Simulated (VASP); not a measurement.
Wanted: the native input for a VASP 6.6.1 run.

```yaml
Task: single point
Functional: r2SCAN
Potentials_or_basis: VASP PAW PBE potentials, release 64 (Zn, Se)
Cutoff: 520 eV
k_mesh: 10 × 10 × 10
Occupations: gaussian, width 0.05 eV
Spin: no spin polarisation
Dipole_correction: no
Further_INCAR_settings: ALGO = Normal; EDIFF = 1e-06; NBANDS = 16
```

The system is ZnSe.

```
Zn Se
1.0
     0.00000    2.74519    3.01970
     2.74519    0.00000    3.01970
     2.74519    2.74519    0.00000
Zn Se
1 1
Direct
  0.00000 0.00000 0.00000
  0.75000 0.75000 0.75000
```

This cell differs from its parent crystal: ratio of the length along z to the lengths across it x 1.1, volume and fractional coordinates fixed.

These files were run (other wordings do the same):

POSCAR

```
ZnSe
1.0
    0.0000000000      2.7451851078      3.0197036185
    2.7451851078      0.0000000000      3.0197036185
    2.7451851078      2.7451851078      0.0000000000
Zn Se
1 1
Direct
    0.0000000000      0.0000000000      0.0000000000
    0.7500000000      0.7500000000      0.7500000000
```

INCAR.step1

```
SYSTEM = ZnSe
ALGO = Normal
EDIFF = 1E-4
ENCUT = 520
GGA = PE
ISMEAR = 0
LASPH = .TRUE.
LCHARG = .FALSE.
LREAL = .FALSE.
LWAVE = .TRUE.
NBANDS = 16
NELM = 100
PREC = Accurate
SIGMA = 0.05
```

INCAR.step2

```
SYSTEM = ZnSe
ALGO = Normal
EDIFF = 1E-6
ENCUT = 520
ISIF = 2
ISMEAR = 0
ISTART = 1
LASPH = .TRUE.
LCHARG = .FALSE.
LMIXTAU = .TRUE.
LREAL = .FALSE.
LWAVE = .FALSE.
METAGGA = R2SCAN
NBANDS = 16
NELM = 100
PREC = Accurate
SIGMA = 0.05
```

KPOINTS

```
k-points
0
G
  10 10 10
  0 0 0
```

Potentials or basis: VASP PAW PBE potentials, release 64 (Zn, Se).

The run is started by

```sh
$ cat potpaw_PBE.64/Zn/POTCAR potpaw_PBE.64/Se/POTCAR > POTCAR
$ cp INCAR.step1 INCAR
$ mpirun -np 1 vasp_std > vasp.out
$ cp INCAR.step2 INCAR
$ mpirun -np 1 vasp_std > vasp.out
```

Results of the run:

```
Pressure               : -0.2 GPa
Band gap on the k mesh : 1.68 eV
```

Caveat: the PAW data sets were made with another functional, which shifts forces and pressure a little.

Wall time 4.7 min on 1 thread of AMD EPYC 7R13 Processor (Zen 3), with other jobs on the host, peak memory 0.19 GiB.
